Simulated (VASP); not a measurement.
# SiO2 (I-42d) in VASP: notebook

SiO2 is run at these levels: PBE; tasks: relaxation of cell and atoms, single point.

Program: VASP 6.6.1. These are calculated values, not measurements. Logs are shortened: lines on timing, memory, paths and dates and some standing lists are left out, and cuts for length are marked.

## (1) The cell of the first run

It takes space group I-42d (No. 122, tetragonal). The conventional cell has a = 4.748 Å, b = 4.748 Å, c = 7.488 Å, α = 90.00°, β = 90.00°, γ = 90.00°. Within 2.2 Å of Si (site symmetry -4) lie 4 O at 1.62 Å. Within 2.2 Å of O (site symmetry 2) lie 2 Si at 1.62 Å.

## (2) Relaxation of cell and atoms, PBE

The input, INCAR:

```
PREC = Accurate
ENCUT = 600
EDIFF = 1E-6
ISMEAR = 0
SIGMA = 0.02
LREAL = F
LASPH = T
NELM = 80
ALGO = Normal
ISIF = 3
LWAVE = F
LCHARG = F
GGA = PE
IBRION = 2
NSW = 100
EDIFFG = -0.005
```

The input, KPOINTS:

```
regular mesh
0
Gamma
  8 8 8
```

The input, POSCAR:

```
SiO2
1.0
   -2.3740500000      2.3740500000      3.7440000000
    2.3740500000     -2.3740500000      3.7440000000
    2.3740500000      2.3740500000     -3.7440000000
Si O
2 4
Direct
    0.0000000000      0.0000000000      0.0000000000
    0.7500000000      0.2500000000      0.5000000000
    0.9983800000      0.6250000000      0.8733800000
    0.3750000000      0.2483800000      0.3733800000
    0.7516200000      0.1250000000      0.1266200000
    0.8750000000      0.0016200000      0.6266200000
```

Potentials or basis: VASP PAW PBE potentials, release 64 (Si, O).

Run with:

```bash
cat potpaw_PBE.64/Si/POTCAR potpaw_PBE.64/O/POTCAR > POTCAR
mpirun -np 1 vasp_std > vasp.out
```

OUTCAR:

```text
PREC = Accurate
   ENCUT = 600
   EDIFF = 1E-6
   ISMEAR = 0
   LREAL = F
   LASPH = T
   NELM = 80
   ISIF = 3
   GGA = PE
   IBRION = 2
   NSW = 100
   EDIFFG = -0.005

 ion  position               nearest neighbor table
   1  0.000  0.000  0.000-   3 1.62   4 1.62   5 1.62   6 1.62   2 3.02   2 3.02   2 3.02   2 3.02

   2  0.750  0.250  0.500-   3 1.62   4 1.62   5 1.62   6 1.62   1 3.02   1 3.02   1 3.02   1 3.02

   3  0.998  0.625  0.873-   1 1.62   2 1.62
   4  0.375  0.248  0.373-   1 1.62   2 1.62
   5  0.752  0.125  0.127-   1 1.62   2 1.62
   6  0.875  0.002  0.627-   1 1.62   2 1.62

  LATTYP: Found a body centered tetragonal cell.
 ALAT       =     4.7481000000
 C/A-ratio  =     1.5770518734

  Lattice vectors:

 A1 = (  -2.3740500000,   2.3740500000,   3.7440000000)
 A2 = (   2.3740500000,  -2.3740500000,   3.7440000000)
 A3 = (   2.3740500000,   2.3740500000,  -3.7440000000)

Analysis of symmetry for initial positions (statically):
=====================================================================
 Subroutine PRICEL returns:
 Original cell was already a primitive cell.

 Routine SETGRP: Setting up the symmetry group for a
 body centered tetragonal supercell.

 Subroutine GETGRP returns: Found  8 space group operations
 (whereof  4 operations were pure point group operations)
 out of a pool of 16 trial point group operations.

The static configuration has the point symmetry S_4 .
 The point group associated with its full space group is D_2d.

Analysis of symmetry for dynamics (positions and initial velocities):
=====================================================================
 Subroutine PRICEL returns:
 Original cell was already a primitive cell.

 Routine SETGRP: Setting up the symmetry group for a
 body centered tetragonal supercell.

 Subroutine GETGRP returns: Found  8 space group operations
 (whereof  4 operations were pure point group operations)
 out of a pool of 16 trial point group operations.

The dynamic configuration has the point symmetry S_4 .
 The point group associated with its full space group is D_2d.

 Subroutine INISYM returns: Found  8 space group operations
 (whereof  4 operations are pure point group operations),
 and found     1 'primitive' translations

----------------------------------------------------------------------------------------

                                     Primitive cell

  volume of cell :      84.4064

  direct lattice vectors                    reciprocal lattice vectors
    -2.374050000  2.374050000  3.744000000     0.000000000  0.210610560  0.133547009
     2.374050000 -2.374050000  3.744000000     0.210610560  0.000000000  0.133547009
     2.374050000  2.374050000 -3.744000000     0.210610560  0.210610560  0.000000000

  length of vectors
     5.028892801  5.028892801  5.028892801     0.249382460  0.249382460  0.297848310

  position of ions in fractional coordinates (direct lattice)
     0.000000000  0.000000000  0.000000000
     0.750000000  0.250000000  0.500000000
     0.998380000  0.625000000  0.873380000
     0.375000000  0.248380000  0.373380000
     0.751620000  0.125000000  0.126620000
     0.875000000  0.001620000  0.626620000

  ion indices of the primitive-cell ions
   primitive index   ion index
                 1           1
                 2           2
                 3           3
                 4           4
                 5           5
                 6           6

----------------------------------------------------------------------------------------

 KPOINTS: regular mesh

Automatic generation of k-mesh.
 Grid dimensions read from file:
 generate k-points for:    8    8    8

 Generating k-lattice:

  Cartesian coordinates                     Fractional coordinates (reciprocal lattice)
     0.000000000  0.026326320  0.016693376     0.125000000 -0.000000000  0.000000000
     0.026326320  0.000000000  0.016693376    -0.000000000  0.125000000  0.000000000
     0.026326320  0.026326320  0.000000000     0.000000000  0.000000000  0.125000000

  Length of vectors
     0.031172808  0.031172808  0.037231039

  Shift w.r.t. Gamma in fractional coordinates (k-lattice)
     0.000000000  0.000000000  0.000000000

 Subroutine IBZKPT returns following result:
 ===========================================

 Found     59 irreducible k-points:

 Following reciprocal coordinates:
            Coordinates               Weight
  0.000000  0.000000  0.000000      1.000000
  0.125000  0.000000  0.000000      8.000000
  0.250000  0.000000  0.000000      8.000000
  0.375000  0.000000  0.000000      8.000000
  0.500000  0.000000  0.000000      4.000000
  0.125000  0.125000  0.000000      8.000000
[... 16 lines left out ...]
  0.250000  0.125000  0.125000     16.000000
  0.375000  0.125000  0.125000      8.000000
 [... further k-points ...]
   k-points           NKPTS =     59   k-points in BZ     NKDIM =     59   number of bands    NBANDS=     20
   number of dos      NEDOS =    301   number of ions     NIONS =      6
   total plane-waves  NPLWV =  64000
   dimension x,y,z NGX =    40 NGY =   40 NGZ =   40
   dimension x,y,z NGXF=    80 NGYF=   80 NGZF=   80
   ions per type =               2   4
   NGX,Y,Z   is equivalent  to a cutoff of  13.22, 13.22, 13.22 a.u.
   NGXF,Y,Z  is equivalent  to a cutoff of  26.45, 26.45, 26.45 a.u.
 SYSTEM =  unknown system
   PREC   = accura    normal or accurate (medium, high low for compatibility)
   ISTART =      0    job   : 0-new  1-cont  2-samecut
   ICHARG =      2    charge: 1-file 2-atom 10-const
   ISPIN  =      1    spin polarized calculation?
   LNONCOLLINEAR =      F non collinear calculations
   LSORBIT =      F    spin-orbit coupling
   LASPH  =      T    aspherical Exc in radial PAW
   ENCUT  =  600.0 eV  44.10 Ry    6.64 a.u.  10.04 10.04 10.04*2*pi/ulx,y,z
   NELM   =     80;   NELMIN=  2; NELMDL= -5     # of ELM steps
   EDIFF  = 0.1E-05   stopping-criterion for ELM
   LREAL  =      F    real-space projection
   EDIFFG = -.5E-02   stopping-criterion for IOM
   NSW    =    100    number of steps for IOM
   IBRION =      2    ionic relax: 0-MD 1-quasi-New 2-CG
   NFREE  =      1    steps in history (QN), initial steepest desc. (CG)
   ISIF   =      3    stress and relaxation
   ISYM   =      2    0-nonsym 1-usesym 2-fastsym
   POTIM  = 0.5000    time-step for ionic-motion
   TEBEG  =    0.0;   TEEND  =   0.0 temperature during run
   PSTRESS=    0.0 pullay stress
   NELECT =      32.0000    total number of electrons
   NUPDOWN=      -1.0000    fix difference up-down
   EMIN   =  10.00;   EMAX   =-10.00  energy-range for DOS
   EFERMI =   0.00;   METHOD = LEGACY
   ISMEAR =     0;   SIGMA  =   0.02  broadening in eV -4-tet -1-fermi 0-gaus
   EFERMI_NEDOS =   21; number of points for ismear=-14 and -15
   IALGO  =     38    algorithm
   IMIX   =      4    mixing-type and parameters
     AMIX     =   0.40;   BMIX     =  1.00
     AMIX_MAG =   1.60;   BMIX_MAG =  1.00
  volume/ion in A,a.u.               =      14.07        94.93
  Fermi-wavevector in a.u.,A,eV,Ry     =   1.184858  2.239057 19.101062  1.403888
  Thomas-Fermi vector in A             =   2.321064
   LORBIT       =      0    0 simple, 1 ext, 2 COOP (PROOUT), +10 PAW based schemes
   GGA     = PE    functional components
   LHFCALC =     F    Hartree Fock is set to
   AEXX    =    0.0000 exact exchange contribution
   IVDW    =     0    specifies the selected vdW correction
   LEPSILON=     F    determine dielectric tensor
   LRPA    =     F    only Hartree local field effects (RPA)
 conjugate gradient relaxation of ions
 non-spin polarized calculation
 Gauss-broadening in eV      SIGMA  =   0.02
  energy-cutoff  :      600.00
  volume of cell :       84.41
 maximum number of plane-waves:      2846
   NGX = 21   NGY = 21   NGZ = 21

--------------------------------------- Ionic step        1  -------------------------------------------

 number of electron      32.0000012 magnetization

 Free energy of the ion-electron system (eV)
  ---------------------------------------------------
  ext. energy  EPLUGINS =         0.00000000
  ---------------------------------------------------
  free energy    TOTEN  =       -47.40654372 eV

  energy without entropy =      -47.40654372  energy(sigma->0) =      -47.40654372

 E-fermi :   0.0223     XC(G=0):  -8.5476

 val. band max:       -0.1245459956   @ k =   0.0000   0.0000   0.0000
 cond. band min:       5.9186397240   @ k =   0.0000   0.0000   0.0000
 fundamental gap:      6.0431857196
 Fermi energy:         0.0222931586

 k-point     1 :       0.0000    0.0000    0.0000
  band No.  band energies     occupation
      1     -19.2271      2.00000
      2     -17.1155      2.00000
      3     -17.0953      2.00000
      4     -17.0953      2.00000
      5      -8.9131      2.00000
      6      -5.3850      2.00000
[... 541 lines left out ...]
     19       9.9165      0.00000
     20       9.9979      0.00000

 [... further k-points ...]
[... 5 lines left out ...]
  --------------------------------------------------------------------------------------
  -------------------------------------------------------------------------------------
  Total        2.1441657      2.1441657      1.1561885      0.0000000      0.0000000      0.0000000
  in kB       40.6999038     40.6999038     21.9464199      0.0000000      0.0000000      0.0000000
  external PRESSURE =      34.4487425 kB  Pullay stress =       0.0000000 kB
[... 101 lines left out ...]
  FREE ENERGIE OF THE ION-ELECTRON SYSTEM (eV)
  ---------------------------------------------------
  free  energy   TOTEN  =       -47.4258659404 eV

  energy  without entropy=      -47.4258659404  energy(sigma->0) =      -47.42586594

[... ionic steps 4 to 13 ...]

--------------------------------------- Ionic step       14  -------------------------------------------

 number of electron      31.9999995 magnetization

------------------------ aborting loop because EDIFF is reached ----------------------------------------
[... 75 lines left out ...]
--------------------------------------- Ionic step       16  -------------------------------------------

 number of electron      31.9999994 magnetization

 Free energy of the ion-electron system (eV)
  ---------------------------------------------------
  ext. energy  EPLUGINS =         0.00000000
  ---------------------------------------------------
  free energy    TOTEN  =       -47.49091521 eV

  energy without entropy =      -47.49091521  energy(sigma->0) =      -47.49091521

 E-fermi :  -0.5692     XC(G=0):  -7.9901

 val. band max:       -0.6517116986   @ k =   0.0000   0.0000   0.0000
 cond. band min:       5.0749324994   @ k =   0.0000   0.0000   0.0000
 fundamental gap:      5.7266441980
 Fermi energy:        -0.5691978803

 k-point     1 :       0.0000    0.0000    0.0000
  band No.  band energies     occupation
      1     -19.7598      2.00000
      2     -17.7608      2.00000
      3     -17.7608      2.00000
      4     -17.7051      2.00000
      5      -9.9056      2.00000
      6      -6.1512      2.00000
[... 541 lines left out ...]
     19       8.8461      0.00000
     20       9.1606      0.00000

 [... further k-points ...]
[... 5 lines left out ...]
  --------------------------------------------------------------------------------------
  -------------------------------------------------------------------------------------
  Total        0.0202875      0.0202875      0.0111487      0.0000000      0.0000000      0.0000000
  in kB        0.3477775      0.3477775      0.1911157      0.0000000      0.0000000      0.0000000
  external PRESSURE =       0.2955569 kB  Pullay stress =       0.0000000 kB
[... 21 lines left out ...]
  FREE ENERGIE OF THE ION-ELECTRON SYSTEM (eV)
  ---------------------------------------------------
  free  energy   TOTEN  =       -47.4909152146 eV

  energy  without entropy=      -47.4909152146  energy(sigma->0) =      -47.49091521

 reached required accuracy - stopping structural energy minimisation
```

Wall time 14 min (1 thread of Intel Xeon Platinum 8259CL at 2.50GHz (Skylake/Cascade Lake), shared host); peak memory 0.3 GiB.

Results:

```
Free energy                           : -47.4909 eV
Relaxed volume                        : 15.58 Å³/atom
Relaxed cell                          : a = 5.126 Å, b = 5.126 Å, c = 5.126 Å, α = 121.18°, β = 121.18°, γ = 87.97°
Space group after relaxing (to 0.1 Å) : I-42d (No. 122)
Energy gained by relaxing             : 14.1 meV/atom
Ionic steps                           : 16
Pressure after relaxing               : 0.0 GPa
Band gap on the k mesh                : 5.73 eV
```

Step by step:
| step | energy change (eV) | largest force (eV/Å) | pressure (GPa) | volume (Å³) |
| --- | --- | --- | --- | --- |
| 1 | 0.0000 | 0.1282 | 3.44 | 84.41 |
| 2 | 0.0092 | 0.4607 | -3.99 | 88.15 |
| 3 | -0.0193 | 0.1464 | -0.08 | 86.07 |
| 4 | -0.0267 | 0.1446 | -0.06 | 86.35 |
| 5 | -0.0439 | 0.1423 | 0.03 | 87.17 |
| 6 | -0.0559 | 0.1346 | 0.08 | 88.73 |
| 7 | -0.0665 | 0.0466 | 0.79 | 89.46 |
| 8 | -0.0734 | 0.0646 | 1.76 | 90.55 |
| 9 | -0.0775 | 0.0380 | 1.25 | 91.13 |
| 10 | -0.0831 | 0.0431 | -0.25 | 92.87 |
| 11 | -0.0831 | 0.0472 | -0.39 | 93.00 |
| 12 | -0.0831 | 0.0460 | -0.36 | 92.95 |
| 13 | -0.0835 | 0.0391 | -0.32 | 93.09 |
| 14 | -0.0842 | 0.0226 | -0.27 | 93.48 |
| 15 | -0.0843 | 0.0161 | -0.24 | 93.67 |
| 16 | -0.0844 | 0.0003 | 0.03 | 93.46 |

Final structure:
```
CELL_PARAMETERS angstrom
-2.51709 2.51709 3.68792
2.51709 -2.51709 3.68792
2.51709 2.51709 -3.68792
ATOMIC_POSITIONS crystal
Si 0.00000 0.00000 0.00000
Si 0.75000 0.25000 0.50000
O 0.96573 0.62500 0.84073
O 0.37500 0.21573 0.34073
O 0.78427 0.12500 0.15927
O 0.87500 0.03427 0.65927
```

A k mesh can miss the band edges. Zero-point motion and thermal expansion aren't in these numbers.

## (3) Single point, PBE

This run uses another cell than the first one, of 15.55 Å³/atom.

The input, INCAR:

```
SYSTEM = SiO2
ALGO = Normal
EDIFF = 1E-6
ENCUT = 520
GGA = PE
ISIF = 2
ISMEAR = 0
LASPH = .True.
LCHARG = .False.
LREAL = .False.
LWAVE = .False.
NBANDS = 25
NELM = 60
PREC = Accurate
SIGMA = 0.01
```

The input, KPOINTS:

```
k-points
0
Gamma
  6 6 6
  0 0 0
```

The input, POSCAR:

```
SiO2
1.0
   -2.5148829752      2.5148829752      3.6880260001
    2.5148829752     -2.5148829752      3.6880260001
    2.5148829752      2.5148829752     -3.6880260001
Si O
2 4
Direct
    0.0000000000      0.0000000000      0.0000000000
    0.7500000000      0.2500000000      0.5000000000
    0.9666512060      0.6250000000      0.8416512060
    0.3750000000      0.2166512060      0.3416512060
    0.7833487940      0.1250000000      0.1583487940
    0.8750000000      0.0333487940      0.6583487940
```

Potentials or basis: VASP PAW PBE potentials, release 64 (Si, O).

Run with:

```bash
cat potpaw_PBE.64/Si/POTCAR potpaw_PBE.64/O/POTCAR > POTCAR
mpirun -np 1 vasp_std > vasp.out
```

Wall time 57 s (1 thread of AMD EPYC 9R14 (Zen 4), shared host); peak memory 0.21 GiB.

It converged, with:

```
Free energy            : -47.4925 eV
Pressure               : 0.1 GPa
Largest force          : 0.004 eV/Å
Band gap on the k mesh : 5.73 eV
```

Forces in eV/Å, atoms in the order of the input:
```
Si   0.000  0.000  0.000
Si   0.000  0.000  0.000
O    0.000 -0.004  0.000
O   -0.004  0.000  0.000
O    0.000  0.004  0.000
O    0.004  0.000  0.000
```

Levels at points of the mesh, in eV from the valence-band top:
```
           k point  band 13  band 14  band 15  band 16  band 17  band 18  band 19  band 20
(0.00, 0.00, 0.00)    -1.56    -0.64     0.00     0.00     5.73     8.71    10.21    10.26
(0.50, 0.00, 0.00)    -1.49    -0.79    -0.52    -0.13     7.92     8.82     9.57    10.01
(0.50, 0.50, 0.00)    -0.98    -0.98    -0.36    -0.36     8.89     8.89    10.02    10.02
(0.50, 0.50, 0.50)    -1.43    -1.43    -0.34    -0.34     8.72     8.72    10.20    10.20
```

(Part 1 of 2 ends here.)
